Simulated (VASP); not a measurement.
# Si4HO8 in VASP: single point with LDA

Aim: the single point of Si4HO8 with LDA.

All numbers are computed with VASP 6.6.1; they aren't measurements. Logs are shortened: lines on timing, memory, paths and dates and some standing lists are left out, and cuts for length are marked.

### 1 The cell of the first run

The cell holds a sheet with vacuum, 26 atoms: a = 10.640 Å, b = 5.320 Å, c = 18.000 Å, α = 90.00°, β = 90.00°, γ = 120.00°.

### 2 Single point, LDA

Input file INCAR:

```
SYSTEM = Si4HO8
  PREC = Accurate
  ENCUT = 520
  EDIFF = 1E-6
  ISMEAR = 0
  SIGMA = 0.01
  LREAL = Auto
  LASPH = .TRUE.
  NELM = 100
  ALGO = Normal
  ISIF = 2
  LWAVE = .FALSE.
  LCHARG = .FALSE.
  NBANDS = 84
```

Input file KPOINTS:

```
Automatic mesh
0
G
  2 4 1
  0 0 0
```

Input file POSCAR:

```
Si4HO8
1.0
   10.6400000000      0.0000000000      0.0000000000
   -2.6600000000      4.6072550000      0.0000000000
    0.0000000000      0.0000000000     18.0000000000
Si O H
8 16 2
Direct
    0.1675458139      0.6662446975      0.6457594497
    0.1673753471      0.6662747375      0.4096253395
    0.3332468658      0.3319335539      0.5887464108
    0.3338521735      0.3327440338      0.4101181753
    0.6680541867      0.6670303999      0.5882997013
    0.6676736836      0.6666322806      0.4100526023
    0.8362098363      0.3352125400      0.5886342053
    0.8348519054      0.3338091742      0.4099778146
    0.1568351596      0.6556119467      0.7351086922
    0.3313140687      0.3301904071      0.4995005016
    0.2525997168      0.0002599170      0.6172217939
    0.2513725111      0.0006316764      0.3806629620
    0.0013859281      0.5005966653      0.6174284903
    0.0005492828      0.4994766658      0.3799402307
    0.2524340000      0.5018872118      0.6173134394
    0.2513539277      0.4998661123      0.3806694733
    0.6680815176      0.6670564046      0.4992115242
    0.8380428524      0.3370149539      0.4993264966
    0.7514205603      0.0006454185      0.6169000341
    0.7507576112      0.0000583733      0.3815567457
    0.5010653231      0.4999812885      0.6167667822
    0.5008399924      0.4997729572      0.3819047519
    0.7514007491      0.5001369524      0.6169056839
    0.7507758294      0.4994088043      0.3815566876
    0.2446317546      0.7379914558      0.7645653668
    0.1664194027      0.6653273718      0.4920106446
```

Potentials or basis: VASP PAW LDA potentials, release 64 (Si, O, H).

The run is started by

```console
> cat potpaw_LDA.64/Si/POTCAR potpaw_LDA.64/O/POTCAR potpaw_LDA.64/H/POTCAR > POTCAR
> mpirun -np 1 vasp_std > vasp.out
```

OUTCAR:

```text
SYSTEM = Si4HO8
   PREC = Accurate
   ENCUT = 520
   EDIFF = 1E-6
   ISMEAR = 0
   LREAL = Auto
   LASPH = .TRUE.
   NELM = 100
   ISIF = 2

 ion  position               nearest neighbor table
   1  0.168  0.666  0.646-   9 1.61  13 1.61  15 1.62  11 1.62
   2  0.167  0.666  0.410-  26 1.48  12 1.63  16 1.63  14 1.63   8 3.06   4 3.07   4 3.07
   3  0.333  0.332  0.589-  10 1.61  11 1.61  15 1.61  21 1.63   5 3.09
   4  0.334  0.333  0.410-  10 1.61  16 1.62  12 1.62  22 1.62   2 3.07   2 3.07   6 3.08
   5  0.668  0.667  0.588-  17 1.60  23 1.62  19 1.62  21 1.62   7 3.08   7 3.08   3 3.09
   6  0.668  0.667  0.410-  17 1.60  22 1.62  20 1.62  24 1.62   8 3.07   8 3.07   4 3.08
   7  0.836  0.335  0.589-  18 1.61  13 1.61  23 1.62  19 1.62   5 3.08   5 3.08
   8  0.835  0.334  0.410-  18 1.61  14 1.62  20 1.62  24 1.62   2 3.06   6 3.07   6 3.07
   9  0.157  0.656  0.735-  25 0.97   1 1.61
  10  0.331  0.330  0.500-   3 1.61   4 1.61
  11  0.253  0.000  0.617-   3 1.61   1 1.62
  12  0.251  0.001  0.381-   4 1.62   2 1.63
  13  0.001  0.501  0.617-   7 1.61   1 1.61
  14  0.001  0.499  0.380-   8 1.62   2 1.63
[... 8 lines left out ...]
  23  0.751  0.500  0.617-   5 1.62   7 1.62
  24  0.751  0.499  0.382-   6 1.62   8 1.62
  25  0.245  0.738  0.765-   9 0.97
  26  0.166  0.665  0.492-   2 1.48

  Warning from LATTYP: Monoclinic adjustment (A1->A3, A2->A1, A3->A2)!
  LATTYP: Found a simple orthorhombic cell.
 ALAT       =     5.3199998717
 B/A-ratio  =     1.7320508354
 C/A-ratio  =     3.3834587282

  Lattice vectors:

 A1 = (   2.6600000000,  -4.6072550000,   0.0000000000)
 A2 = (   7.9800000000,   4.6072550000,   0.0000000000)
 A3 = (   0.0000000000,   0.0000000000,  18.0000000000)

Analysis of symmetry for initial positions (statically):
=====================================================================
 Subroutine PRICEL returns:
 Original cell was already a primitive cell.

 Routine SETGRP: Setting up the symmetry group for a
 simple orthorhombic supercell.

 Subroutine GETGRP returns: Found  1 space group operations
 (whereof  1 operations were pure point group operations)
 out of a pool of  8 trial point group operations.

The static configuration has the point symmetry C_1 .

Analysis of symmetry for dynamics (positions and initial velocities):
=====================================================================
 Subroutine PRICEL returns:
 Original cell was already a primitive cell.

 Routine SETGRP: Setting up the symmetry group for a
 simple orthorhombic supercell.

 Subroutine GETGRP returns: Found  1 space group operations
 (whereof  1 operations were pure point group operations)
 out of a pool of  8 trial point group operations.

The dynamic configuration has the point symmetry C_1 .

 Subroutine INISYM returns: Found  1 space group operations
 (whereof  1 operations are pure point group operations),
 and found     1 'primitive' translations

----------------------------------------------------------------------------------------

                                     Primitive cell

  volume of cell :     882.3815

  direct lattice vectors                    reciprocal lattice vectors
    10.640000000  0.000000000  0.000000000     0.093984962  0.054262245  0.000000000
    -2.660000000  4.607255000  0.000000000     0.000000000  0.217048980  0.000000000
     0.000000000  0.000000000 18.000000000     0.000000000  0.000000000  0.055555556

  length of vectors
    10.640000000  5.319999872 18.000000000     0.108524488  0.217048980  0.055555556

  position of ions in fractional coordinates (direct lattice)
     0.167545814  0.666244697  0.645759450
     0.167375347  0.666274737  0.409625340
     0.333246866  0.331933554  0.588746411
     0.333852173  0.332744034  0.410118175
     0.668054187  0.667030400  0.588299701
     0.667673684  0.666632281  0.410052602
[... 18 lines left out ...]
     0.244631755  0.737991456  0.764565367
     0.166419403  0.665327372  0.492010645

  ion indices of the primitive-cell ions
   primitive index   ion index
                 1           1
                 2           2
                 3           3
                 4           4
                 5           5
                 6           6
[... 18 lines left out ...]
                25          25
                26          26

----------------------------------------------------------------------------------------

 KPOINTS: Automatic mesh

Automatic generation of k-mesh.
 Grid dimensions read from file:
 generate k-points for:    2    4    1

 Generating k-lattice:

  Cartesian coordinates                     Fractional coordinates (reciprocal lattice)
     0.046992481  0.027131123  0.000000000     0.500000000  0.000000000  0.000000000
     0.000000000  0.054262245  0.000000000     0.000000000  0.250000000  0.000000000
     0.000000000  0.000000000  0.055555556     0.000000000  0.000000000  1.000000000

  Length of vectors
     0.054262244  0.054262245  0.055555556

  Shift w.r.t. Gamma in fractional coordinates (k-lattice)
     0.000000000  0.000000000  0.000000000

 Subroutine IBZKPT returns following result:
 ===========================================

 Found      6 irreducible k-points:

 Following reciprocal coordinates:
            Coordinates               Weight
  0.000000  0.000000  0.000000      1.000000
  0.500000  0.000000  0.000000      1.000000
  0.000000  0.250000  0.000000      2.000000
  0.500000  0.250000  0.000000      2.000000
  0.000000  0.500000  0.000000      1.000000
  0.500000  0.500000  0.000000      1.000000
   k-points           NKPTS =      6   k-points in BZ     NKDIM =      6   number of bands    NBANDS=     84
   number of dos      NEDOS =    301   number of ions     NIONS =     26
   total plane-waves  NPLWV = 448000
   dimension x,y,z NGX =    80 NGY =   40 NGZ =  140
   dimension x,y,z NGXF=   160 NGYF=   80 NGZF=  280
   ions per type =               8  16   2
   NGX,Y,Z   is equivalent  to a cutoff of  12.50, 12.50, 12.93 a.u.
   NGXF,Y,Z  is equivalent  to a cutoff of  25.00, 25.00, 25.86 a.u.
 SYSTEM =  Si4HO8
   PREC   = accura    normal or accurate (medium, high low for compatibility)
   ISTART =      0    job   : 0-new  1-cont  2-samecut
   ICHARG =      2    charge: 1-file 2-atom 10-const
   ISPIN  =      1    spin polarized calculation?
   LNONCOLLINEAR =      F non collinear calculations
   LSORBIT =      F    spin-orbit coupling
   LASPH  =      T    aspherical Exc in radial PAW
   ENCUT  =  520.0 eV  38.22 Ry    6.18 a.u.  19.78  9.89 33.47*2*pi/ulx,y,z
   NELM   =    100;   NELMIN=  2; NELMDL= -5     # of ELM steps
   EDIFF  = 0.1E-05   stopping-criterion for ELM
   LREAL  =      T    real-space projection
   EDIFFG = 0.1E-04   stopping-criterion for IOM
   NSW    =      0    number of steps for IOM
   IBRION =     -1    ionic relax: 0-MD 1-quasi-New 2-CG
   NFREE  =      0    steps in history (QN), initial steepest desc. (CG)
   ISIF   =      2    stress and relaxation
   ISYM   =      2    0-nonsym 1-usesym 2-fastsym
   POTIM  = 0.5000    time-step for ionic-motion
   TEBEG  =    0.0;   TEEND  =   0.0 temperature during run
   PSTRESS=    0.0 pullay stress
   NELECT =     130.0000    total number of electrons
   NUPDOWN=      -1.0000    fix difference up-down
   EMIN   =  10.00;   EMAX   =-10.00  energy-range for DOS
   EFERMI =   0.00;   METHOD = LEGACY
   ISMEAR =     0;   SIGMA  =   0.01  broadening in eV -4-tet -1-fermi 0-gaus
   EFERMI_NEDOS =   21; number of points for ismear=-14 and -15
   IALGO  =     38    algorithm
   IMIX   =      4    mixing-type and parameters
     AMIX     =   0.40;   BMIX     =  1.00
     AMIX_MAG =   1.60;   BMIX_MAG =  1.00
  volume/ion in A,a.u.               =      33.94       229.02
  Fermi-wavevector in a.u.,A,eV,Ry     =   0.864644  1.633940 10.171833  0.747609
  Thomas-Fermi vector in A             =   1.982771
   LORBIT       =      0    0 simple, 1 ext, 2 COOP (PROOUT), +10 PAW based schemes
   GGA     = CA    functional components
   LHFCALC =     F    Hartree Fock is set to
   AEXX    =    0.0000 exact exchange contribution
   IVDW    =     0    specifies the selected vdW correction
   LEPSILON=     F    determine dielectric tensor
   LRPA    =     F    only Hartree local field effects (RPA)
 non-spin polarized calculation
 Gauss-broadening in eV      SIGMA  =   0.01
  energy-cutoff  :      520.00
  volume of cell :      882.38
 maximum number of plane-waves:     23836
 NGX is ok and might be reduce to    80
   NGX = 39   NGY = 19   NGZ = 67

 number of electron     130.0000003 magnetization

 Free energy of the ion-electron system (eV)
  ---------------------------------------------------
  ext. energy  EPLUGINS =         0.00000000
  ---------------------------------------------------
  free energy    TOTEN  =      -212.56212763 eV

  energy without entropy =     -212.56212763  energy(sigma->0) =     -212.56212763

 E-fermi :  -4.6917     XC(G=0):  -4.0732

 val. band max:       -4.8021228215   @ k =   0.0000   0.0000   0.0000
 cond. band min:       0.8742279865   @ k =   0.0000   0.0000   0.0000
 fundamental gap:      5.6763508080
 Fermi energy:        -4.6917302394

 k-point     1 :       0.0000    0.0000    0.0000
  band No.  band energies     occupation
      1     -23.9902      2.00000
      2     -23.5509      2.00000
      3     -23.4955      2.00000
      4     -23.1189      2.00000
      5     -22.9960      2.00000
      6     -22.6194      2.00000
[... 69 lines left out ...]
     76       3.9142      0.00000
     77       3.9928      0.00000

 k-point     2 :       0.5000    0.0000    0.0000
  band No.  band energies     occupation
      1     -23.9267      2.00000
      2     -23.6861      2.00000
      3     -23.3724      2.00000
      4     -23.3622      2.00000
      5     -22.7505      2.00000
      6     -22.6083      2.00000
[... 69 lines left out ...]
     76       3.8922      0.00000
     77       4.0015      0.00000
[... 238 lines left out ...]
     76       4.2730      0.00000
     77       4.3248      0.00000

 k-point     6 :       0.5000    0.5000    0.0000
  band No.  band energies     occupation
      1     -23.6491      2.00000
      2     -23.4938      2.00000
      3     -23.1572      2.00000
      4     -23.1359      2.00000
      5     -23.0735      2.00000
      6     -22.8326      2.00000
[... 69 lines left out ...]
     76       4.2628      0.00000
     77       4.2723      0.00000
 [bands above 77 left out]

------------------------ aborting loop because EDIFF is reached ----------------------------------------

  FORCE on cell =-STRESS in cart. coord.  units (eV):
  Direction    XX          YY          ZZ          XY          YZ          ZX
  --------------------------------------------------------------------------------------
  -------------------------------------------------------------------------------------
  Total      -10.6903271    -10.8816557      0.8504935      0.1337207      0.0489209      0.0816033
  in kB      -19.4108787    -19.7582820      1.5442769      0.2428024      0.0888277      0.1481705
  external PRESSURE =     -12.5416279 kB  Pullay stress =       0.0000000 kB

 VOLUME and BASIS-vectors are now :
 -----------------------------------------------------------------------------
  energy-cutoff  :      520.00
  volume of cell :      882.38
      direct lattice vectors                 reciprocal lattice vectors
    10.640000000  0.000000000  0.000000000     0.093984962  0.054262245  0.000000000
    -2.660000000  4.607255000  0.000000000     0.000000000  0.217048980  0.000000000
     0.000000000  0.000000000 18.000000000     0.000000000  0.000000000  0.055555556

 POSITION                                       TOTAL-FORCE (eV/Angst)
 -----------------------------------------------------------------------------------
      0.01048      3.06956     11.62367        -0.025330     -0.013060     -0.035699
      0.00858      3.06970      7.37326        -0.000660      0.001001      0.027221
      2.66280      1.52930     10.59744        -0.011014     -0.008181      0.030497
      2.66709      1.53304      7.38213        -0.000779      0.000679     -0.058381
      5.33380      3.07318     10.58939         0.000618     -0.000116      0.069252
      5.33081      3.07134      7.38095        -0.001088     -0.000136     -0.067052
[... 18 lines left out ...]
      0.63982      3.40011     13.76218         0.105622      0.057976      0.132574
      0.00093      3.06533      8.85619        -0.001712     -0.000324      0.000150
 -----------------------------------------------------------------------------------
    total drift:                                0.038995      0.002070     -0.013100

  FREE ENERGIE OF THE ION-ELECTRON SYSTEM (eV)
  ---------------------------------------------------
  free  energy   TOTEN  =      -212.5621276329 eV

  energy  without entropy=     -212.5621276329  energy(sigma->0) =     -212.56212763
```

Run time: 63 min. Hardware: 1 thread of AMD EPYC 7R13 (Zen 3), shared host; peak memory 0.76 GiB.

What came out:

| Item | Value |
| --- | --- |
| Free energy | -212.5621 eV |
| Largest force | 0.179 eV/Å |
| Band gap on the k mesh | 5.68 eV, direct |

Forces in eV/Å, atoms in the order of the input:
```
Si  -0.025 -0.013 -0.036
Si  -0.001  0.001  0.027
Si  -0.011 -0.008  0.030
Si  -0.001  0.001 -0.058
Si   0.001  0.000  0.069
Si  -0.001  0.000 -0.067
Si   0.014  0.011  0.053
Si  -0.003 -0.001 -0.061
O   -0.089 -0.046 -0.003
O   -0.001  0.001  0.001
O    0.002 -0.005  0.000
O   -0.001 -0.001 -0.025
O    0.011  0.004 -0.009
O    0.003  0.001 -0.027
O   -0.001  0.005 -0.001
O   -0.003  0.000 -0.024
O   -0.002  0.001  0.002
O   -0.003 -0.003 -0.002
O    0.000  0.000  0.016
O    0.001 -0.001 -0.018
O   -0.004 -0.001  0.016
O    0.005 -0.001 -0.016
O    0.001 -0.001  0.017
O    0.004  0.000 -0.017
H    0.106  0.058  0.133
H   -0.002  0.000  0.000
```

Levels at points of the mesh, in eV from the valence-band top:
```tsv
k point	band 62	band 63	band 64	band 65	band 66	band 67	band 68	band 69
(0.00, 0.00, 0.00)	-0.37	-0.05	-0.04	0.00	5.68	6.37	7.05	7.15
(0.50, 0.00, 0.00)	-0.37	-0.31	-0.25	-0.03	6.01	6.33	6.92	7.16
(0.00, 0.50, 0.00)	-0.49	-0.35	-0.25	-0.19	6.91	7.25	7.35	7.63
(0.50, 0.50, 0.00)	-0.51	-0.41	-0.25	-0.17	6.78	7.19	7.53	7.90
```
